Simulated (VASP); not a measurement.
# SiO2 (P4_12_12) in VASP: notebook, part 3 of 3

VASP 6.6.1.

**5. Relaxation of cell and atoms, BLYP+D3(BJ)**

The input, INCAR:

```
SYSTEM = SiO2
PREC = Accurate
ENCUT = 600
EDIFF = 1E-7
ISMEAR = -1
SIGMA = 0.05
LREAL = .FALSE.
LASPH = .TRUE.
NELM = 120
ALGO = Normal
ISIF = 3
LWAVE = .FALSE.
LCHARG = .FALSE.
GGA = B5
ALDAX = 1.0
AGGAX = 1.0
AGGAC = 1.0
ALDAC = 0.0
IVDW = 12
VDW_S6 = 1.0
VDW_S8 = 2.6996
VDW_A1 = 0.4298
VDW_A2 = 4.2359
IBRION = 2
NSW = 60
EDIFFG = -0.01
GGA_COMPAT = .FALSE.
NELMIN = 4
```

The input, KPOINTS:

```
regular mesh
0
G
  6 6 4
  0 0 0
```

The input, POSCAR:

```
SiO2
1.0
    4.9820000000      0.0000000000      0.0000000000
    0.0000000000      4.9820000000      0.0000000000
    0.0000000000      0.0000000000      6.9630000000
Si O
4 8
Direct
    0.7989700000      0.2010300000      0.7500000000
    0.7010300000      0.7010300000      0.5000000000
    0.2010300000      0.7989700000      0.2500000000
    0.2989700000      0.2989700000      0.0000000000
    0.1034700000      0.2398900000      0.8218700000
    0.2601100000      0.6034700000      0.0718700000
    0.8965300000      0.7601100000      0.3218700000
    0.7398900000      0.3965300000      0.5718700000
    0.6034700000      0.2601100000      0.9281300000
    0.7601100000      0.8965300000      0.6781300000
    0.3965300000      0.7398900000      0.4281300000
    0.2398900000      0.1034700000      0.1781300000
```

Potentials or basis: VASP PAW PBE potentials, release 64 (Si, O).

Command:

```bash
cat potpaw_PBE.64/Si/POTCAR potpaw_PBE.64/O/POTCAR > POTCAR
mpirun -np 1 vasp_std > vasp.out
```

OUTCAR:

```text
SYSTEM = SiO2
   PREC = Accurate
   ENCUT = 600
   EDIFF = 1E-7
   ISMEAR = -1
   LREAL = .FALSE.
   LASPH = .TRUE.
   NELM = 120
   ISIF = 3
   GGA = B5
   IVDW = 12
   IBRION = 2
   NSW = 60
   EDIFFG = -0.01
   NELMIN = 4
 IVDW          = 12

 ion  position               nearest neighbor table
   1  0.799  0.201  0.750-   8 1.60   9 1.60   5 1.61  10 1.61   2 3.08   4 3.08   2 3.08   4 3.08

   2  0.701  0.701  0.500-   7 1.60  10 1.60   8 1.61  11 1.61   1 3.08   3 3.08   1 3.08   3 3.08

   3  0.201  0.799  0.250-   6 1.60  11 1.60   7 1.61  12 1.61   2 3.08   4 3.08   4 3.08   2 3.08

   4  0.299  0.299  0.000-   5 1.60  12 1.60   9 1.61   6 1.61   1 3.08   3 3.08   3 3.08   1 3.08

   5  0.103  0.240  0.822-   4 1.60   1 1.61
   6  0.260  0.603  0.072-   3 1.60   4 1.61
   7  0.897  0.760  0.322-   2 1.60   3 1.61
   8  0.740  0.397  0.572-   1 1.60   2 1.61
[... 364 lines left out ...]
 number of electron      64.0000034 magnetization

------------------------ aborting loop because EDIFF is reached ----------------------------------------
[... 95 lines left out ...]
--------------------------------------- Ionic step       49  -------------------------------------------

 number of electron      64.0000035 magnetization

 Free energy of the ion-electron system (eV)
  ---------------------------------------------------
  ext. energy  EPLUGINS =         0.00000000
  ---------------------------------------------------
  free energy    TOTEN  =       -91.04432059 eV

  energy without entropy =      -91.04432059  energy(sigma->0) =      -91.04432059

 E-fermi :   2.0725     XC(G=0):  -8.6462

 val. band max:        1.0065696066   @ k =   0.0000   0.0000   0.0000
 cond. band min:       6.7483928952   @ k =   0.0000   0.0000   0.0000
 fundamental gap:      5.7418232887
 Fermi energy:         2.0724913651

 k-point     1 :       0.0000    0.0000    0.0000
  band No.  band energies     occupation
      1     -18.3116      2.00000
      2     -17.3737      2.00000
      3     -17.3737      2.00000
      4     -16.2462      2.00000
      5     -16.1743      2.00000
      6     -16.1743      2.00000
[... 997 lines left out ...]
     38      10.7857      0.00000
     39      11.1615      0.00000

 [... further k-points ...]

------------------------ aborting loop because EDIFF is reached ----------------------------------------

 Edisp (eV)   -3.25230

 E8    (eV) :    -2.0985
[... 35 lines left out ...]
  FREE ENERGIE OF THE ION-ELECTRON SYSTEM (eV)
  ---------------------------------------------------
  free  energy   TOTEN  =       -94.2966227382 eV

  energy  without entropy=      -94.2966227381  energy(sigma->0) =      -94.29662274

 reached required accuracy - stopping structural energy minimisation
```

CONTCAR:

```text
SiO2
   1.00000000000000
     4.8764378960706196    0.0000000000000000    0.0000000000000000
    -0.0000000000000000    4.8764378960706196    0.0000000000000000
    -0.0000000000000000   -0.0000000000000000    6.6585384473385760
  Si              O
     4     8
Direct
     0.8191230083427145    0.1808769916572856    0.7500000000000000
     0.6808769916572855    0.6808769916572855    0.5000000000000000
     0.1808769916572856    0.8191230083427145    0.2500000000000000
     0.3191230083427144    0.3191230083427144    0.0000000000000000
     0.1408461998400430    0.2310808868562167    0.8030403253653611
     0.2689191131437833    0.6408461998400432    0.0530403253653608
     0.8591538001599568    0.7689191131437830    0.3030403253653608
     0.7310808868562170    0.3591538001599571    0.5530403253653611
     0.6408461998400432    0.2689191131437833    0.9469596746346389
     0.7689191131437830    0.8591538001599568    0.6969596746346389
     0.3591538001599571    0.7310808868562170    0.4469596746346392
     0.2310808868562167    0.1408461998400430    0.1969596746346392

  0.00000000E+00  0.00000000E+00  0.00000000E+00
  0.00000000E+00  0.00000000E+00  0.00000000E+00
  0.00000000E+00  0.00000000E+00  0.00000000E+00
  0.00000000E+00  0.00000000E+00  0.00000000E+00
  0.00000000E+00  0.00000000E+00  0.00000000E+00
  0.00000000E+00  0.00000000E+00  0.00000000E+00
  0.00000000E+00  0.00000000E+00  0.00000000E+00
  0.00000000E+00  0.00000000E+00  0.00000000E+00
  0.00000000E+00  0.00000000E+00  0.00000000E+00
  0.00000000E+00  0.00000000E+00  0.00000000E+00
  0.00000000E+00  0.00000000E+00  0.00000000E+00
  0.00000000E+00  0.00000000E+00  0.00000000E+00
```

It took 74 min on 1 thread of Intel Xeon 6975P-C (Granite Rapids), shared host; peak memory 0.4 GiB.

Results:

```yaml
Free_energy: -94.2966 eV
Relaxed_volume: 13.19 Å³/atom
Relaxed_cell: a = 4.876 Å, b = 4.876 Å, c = 6.659 Å, α = 90.00°, β = 90.00°, γ = 90.00°
Space_group_after_relaxing_to_0.1_Å: P4_12_12 (No. 92)
Energy_gained_by_relaxing: 17.7 meV/atom
Ionic_steps: 49
Pressure_after_relaxing: 0.0 GPa
Largest_force_after_relaxing: 0.008 eV/Å
Band_gap_on_the_k_mesh: 5.74 eV
Dispersion_energy_per_atom: -0.271 eV
```

Forces on the atoms (eV/Å):
```
Si  -0.004  0.004  0.000
Si   0.004  0.004  0.000
Si   0.004 -0.004  0.000
Si  -0.004 -0.004  0.000
O   -0.001  0.006 -0.005
O   -0.006 -0.001 -0.005
O    0.001 -0.006 -0.005
O    0.006  0.001 -0.005
O   -0.001 -0.006  0.005
O   -0.006  0.001  0.005
O    0.001  0.006  0.005
O    0.006 -0.001  0.005
```

Step by step:
```
step  energy change (eV)  largest force (eV/Å)  pressure (GPa)  volume (Å³)
   1              0.0000                0.4551            5.01       172.82
   3             -0.0870                0.1872           -0.06       177.40
   5             -0.0811                0.4267           -0.68       177.76
   7             -0.0944                0.0934           -0.27       177.15
   9             -0.1265                0.0645           -0.56       174.22
  11             -0.1164                0.2283           -3.01       162.59
  13             -0.1565                0.0768           -1.17       168.33
  15             -0.1639                0.3793            0.21       164.34
  17             -0.1715                0.2020            0.05       164.81
  19             -0.1799                0.1286            1.26       161.58
  21             -0.1955                0.1972           -0.25       159.38
  23             -0.1987                0.1804           -0.16       158.69
  25             -0.2067                0.0558            0.84       156.75
  27             -0.2098                0.0476           -0.05       157.00
  29             -0.2102                0.0439           -0.08       157.00
  31             -0.2111                0.0139            0.27       156.76
  33             -0.2113                0.0189            0.03       156.98
  35             -0.2114                0.0177            0.00       157.04
  37             -0.2117                0.0183            0.01       157.22
  39             -0.2119                0.0200            0.08       158.05
  41             -0.2119                0.0676           -0.07       157.95
  43             -0.2122                0.0180           -0.08       157.98
  45             -0.2123                0.0179           -0.20       158.25
  47             -0.2125                0.0169           -0.04       158.33
  49             -0.2126                0.0075            0.01       158.34
```

Final structure:
```yaml
crystal:
  lattice:
    - [4.87644, 0.00000, 0.00000]
    - [0.00000, 4.87644, 0.00000]
    - [0.00000, 0.00000, 6.65854]
  atoms:
    - { symbol: Si, position: [0.81912, 0.18088, 0.75000] }
    - { symbol: Si, position: [0.68088, 0.68088, 0.50000] }
    - { symbol: Si, position: [0.18088, 0.81912, 0.25000] }
    - { symbol: Si, position: [0.31912, 0.31912, 0.00000] }
    - { symbol: O, position: [0.14085, 0.23108, 0.80304] }
    - { symbol: O, position: [0.26892, 0.64085, 0.05304] }
    - { symbol: O, position: [0.85915, 0.76892, 0.30304] }
    - { symbol: O, position: [0.73108, 0.35915, 0.55304] }
    - { symbol: O, position: [0.64085, 0.26892, 0.94696] }
    - { symbol: O, position: [0.76892, 0.85915, 0.69696] }
    - { symbol: O, position: [0.35915, 0.73108, 0.44696] }
    - { symbol: O, position: [0.23108, 0.14085, 0.19696] }
```

Levels at points of the mesh, in eV from the valence-band top:
| k point | band 30 | band 31 | band 32 | band 33 | band 34 | band 35 |
| --- | --- | --- | --- | --- | --- | --- |
| (0.00, 0.00, 0.00) | -0.47 | -0.47 | 0.00 | 5.74 | 8.86 | 8.86 |
| (0.50, 0.00, 0.00) | -0.71 | -0.49 | -0.49 | 7.86 | 7.86 | 9.25 |
| (0.50, 0.50, 0.00) | -0.57 | -0.48 | -0.48 | 8.63 | 8.63 | 8.75 |
| (0.00, 0.00, 0.50) | -0.67 | -0.36 | -0.36 | 7.11 | 7.11 | 9.26 |
| (0.50, 0.00, 0.50) | -0.87 | -0.23 | -0.23 | 8.17 | 8.17 | 9.29 |
| (0.50, 0.50, 0.50) | -0.48 | -0.48 | -0.48 | 9.11 | 9.11 | 9.11 |

Caveat: the PAW data sets were made with another functional, which shifts forces and pressure a little. A k mesh can miss the band edges.

**6. Relaxation of the atoms, PBE**

The input, INCAR:

```
SYSTEM = SiO2
PREC = Accurate
ENCUT = 520
EDIFF = 1E-7
ISMEAR = -1
SIGMA = 0.05
LREAL = .False.
LASPH = .True.
NELM = 120
ALGO = Normal
ISIF = 2
LWAVE = .False.
LCHARG = .False.
GGA = PE
IBRION = 2
NSW = 60
EDIFFG = -0.01
GGA_COMPAT = .False.
NELMIN = 4
```

The input, KPOINTS:

```
Automatic mesh
0
Gamma
  5 5 3
  0 0 0
```

POSCAR is that of step 5.

Potentials or basis: VASP PAW PBE potentials, release 64 (Si, O).

Command:

```bash
cat potpaw_PBE.64/Si/POTCAR potpaw_PBE.64/O/POTCAR > POTCAR
mpirun -np 1 vasp_std > vasp.out
```

Run time: 8.4 min. Hardware: 1 thread of Intel Xeon 6975P-C (Granite Rapids), shared host; peak memory 0.31 GiB.

The run converged. Its results:

| Quantity | Value |
| --- | --- |
| Free energy | -94.9014 eV |
| Energy gained by relaxing | 8.2 meV/atom |
| Ionic steps | 21 |
| Pressure after relaxing | 1.2 GPa |
| Band gap on the k mesh | 5.61 eV |

Forces in eV/Å, atoms in the order of the input:
```
Si   0.001 -0.001  0.000
Si  -0.001 -0.001  0.000
Si  -0.001  0.001  0.000
Si   0.001  0.001  0.000
O    0.001 -0.001 -0.002
O    0.001  0.001 -0.002
O   -0.001  0.001 -0.002
O   -0.001 -0.001 -0.002
O    0.001  0.001  0.002
O    0.001 -0.001  0.002
O   -0.001 -0.001  0.002
O   -0.001  0.001  0.002
```

Stress tensor (GPa, compression positive):
```
1.32 0.00 0.00
0.00 1.32 0.00
0.00 0.00 0.82
```

The path:
```csv
step,energy change (eV),largest force (eV/Å),pressure (GPa)
1,0.0000,0.4053,6.43
2,-0.0259,0.5927,5.05
3,-0.0275,0.4869,5.30
4,-0.0491,0.3876,4.55
5,-0.0779,0.1636,2.34
6,-0.0815,0.1788,2.31
7,-0.0889,0.2232,2.20
8,-0.0883,0.3249,1.99
9,-0.0911,0.2649,2.10
10,-0.0934,0.1966,2.05
11,-0.0964,0.0659,1.91
12,-0.0964,0.0657,1.90
13,-0.0967,0.0621,1.86
14,-0.0974,0.0512,1.74
15,-0.0984,0.0321,1.49
16,-0.0988,0.0339,0.99
17,-0.0989,0.0241,1.16
18,-0.0989,0.0373,1.14
19,-0.0989,0.0139,1.15
20,-0.0989,0.0102,1.15
21,-0.0990,0.0029,1.15
```

Final structure:
```cif
data_structure
_symmetry_space_group_name_H-M 'P 1'
_symmetry_Int_Tables_number 1
_cell_length_a 4.9820
_cell_length_b 4.9820
_cell_length_c 6.9630
_cell_angle_alpha 90.000
_cell_angle_beta 90.000
_cell_angle_gamma 90.000
_cell_volume 172.82
loop_
_atom_site_label
_atom_site_type_symbol
_atom_site_fract_x
_atom_site_fract_y
_atom_site_fract_z
_atom_site_occupancy
Si1 Si 0.80427 0.19573 0.75000 1
Si2 Si 0.69573 0.69573 0.50000 1
Si3 Si 0.19573 0.80427 0.25000 1
Si4 Si 0.30427 0.30427 0.00000 1
O1 O 0.11418 0.23733 0.81633 1
O2 O 0.26267 0.61418 0.06633 1
O3 O 0.88582 0.76267 0.31633 1
O4 O 0.73733 0.38582 0.56633 1
O5 O 0.61418 0.26267 0.93367 1
O6 O 0.76267 0.88582 0.68367 1
O7 O 0.38582 0.73733 0.43367 1
O8 O 0.23733 0.11418 0.18367 1
```

Levels at points of the mesh, in eV from the valence-band top:
```csv
k point,band 28,band 29,band 30,band 31,band 32,band 33,band 34,band 35,band 36,band 37
"(0.00, 0.00, 0.00)",-1.24,-0.66,-0.33,-0.33,0.00,5.61,8.74,8.74,9.15,9.15
```

A k mesh can miss the band edges. PBE gaps usually lie below the measured ones, often by a third to a half.

**7. Overview**

| task | level | cell | k mesh | cutoff (eV) | gap on the mesh (eV) | pressure (GPa) | relaxed volume (Å³/atom) | largest force (eV/Å) |
| --- | --- | --- | --- | --- | --- | --- | --- | --- |
| relaxation of cell and atoms | BLYP | relaxed | 6 × 6 × 4 | 600 | 5.44 | 0.0 | 15.98 | - |
| relaxation of cell and atoms | PBE | relaxed | 6 × 6 × 4 | 600 | 5.51 | 0.0 | 15.31 | 0.01 |
| relaxation of cell and atoms | PBEsol+D3(BJ) | relaxed | 6 × 6 × 4 | 600 | 5.65 | 0.0 | 13.50 | 0.01 |
| relaxation of cell and atoms | BLYP+D3(BJ) | relaxed | 6 × 6 × 4 | 600 | 5.74 | 0.0 | 13.19 | 0.01 |
| relaxation of the atoms | PBE | atoms relaxed | 5 × 5 × 3 | 520 | 5.61 | 1.2 | - | - |

Alike in all rows: potentials or basis VASP PAW PBE potentials, release 64 (Si, O); no spin polarisation; smearing fermi-dirac 0.05 eV.

Caveats: the PAW data sets were made with another functional, which shifts forces and pressure a little (at least some runs).

Total energies depend on the potentials used, so only differences within one code and one set of settings carry meaning.
